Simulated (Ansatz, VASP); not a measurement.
**CsO: VASP beside Ansatz**

```xyz
4
Lattice="-2.1669 3.2187 3.7788 2.1669 -3.2187 3.7788 2.1669 3.2187 -3.7788" Properties=species:S:1:pos:R:3 pbc="T T T"
Cs    0.0000    0.0000    1.9163
Cs    0.0000    0.0000    5.6413
O     0.0000    3.8977    0.0000
O     0.0000    2.5397    0.0000
```

Change from the starting cell: shortest bond scaled by 0.9, LAPW.

Alike in both runs: task single point; functional LDA; k mesh 6 × 6 × 6; occupations fermi-dirac, width 0.03 eV; no spin polarisation.

```csv
,VASP,Ansatz
version,VASP 6.6.1,Ansatz 0.2.0
potentials or method,"VASP PAW LDA potentials, release 64 (Cs_sv, O), cutoff 520 eV","all-electron LAPW, scalar-relativistic"
```

|  | VASP | Ansatz | Ansatz less VASP |
| --- | --- | --- | --- |
| pressure (GPa) | -0.3 | -0.8 | -0.49 |
| traceless stress, the component that is largest in VASP (GPa) | 5.21 | 4.72 | -0.482 |
| rms of the force components (eV/Å) | 1.496 | 1.312 | -0.1843 |

LDA's correlation is that of Perdew and Zunger in VASP and of Perdew and Wang (1992) in Ansatz. Atom by atom the forces differ by 0.186 eV/Å (rms over components). Ansatz ran all-electron here, and VASP with PAW potentials.

Neither program's run includes spin-orbit coupling.
